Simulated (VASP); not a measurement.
A run of VASP 6.6.1:

The input INCAR:

```
SYSTEM = Au
  ALGO = Normal
  EDIFF = 1E-6
  ENCUT = 520
  ISIF = 2
  ISMEAR = -1
  LASPH = .TRUE.
  LCHARG = .FALSE.
  LREAL = .FALSE.
  LWAVE = .FALSE.
  NBANDS = 12
  NELM = 100
  PREC = Accurate
  SIGMA = 0.15
```

File KPOINTS:

```
k-points
0
G
  20 20 20
  0 0 0
```

Contents of POSCAR:

```
Au
1.0
   -1.6075809737      1.6075809737      1.6075809737
    1.6075809737     -1.6075809737      1.6075809737
    1.6075809737      1.6075809737     -1.6075809737
Au
1
Direct
    0.0000000000      0.0000000000      0.0000000000
```

Potentials or basis: VASP PAW LDA potentials, release 64 (Au).

The run is started by

```console
$ cat potpaw_LDA.64/Au/POTCAR > POTCAR
$ mpirun -np 1 vasp_std > vasp.out
```

Hardware: 1 thread of Intel(R) Xeon(R) Platinum 8259CL CPU @ 2.50GHz (Skylake/Cascade Lake), on a shared host.

Estimate the wall time of this run.

Wall time 22 s on 1 thread of Intel(R) Xeon(R) Platinum 8259CL CPU @ 2.50GHz (Skylake/Cascade Lake) (shared host), peak memory 0.17 GiB. Counts: scf iterations 10, k points 256.
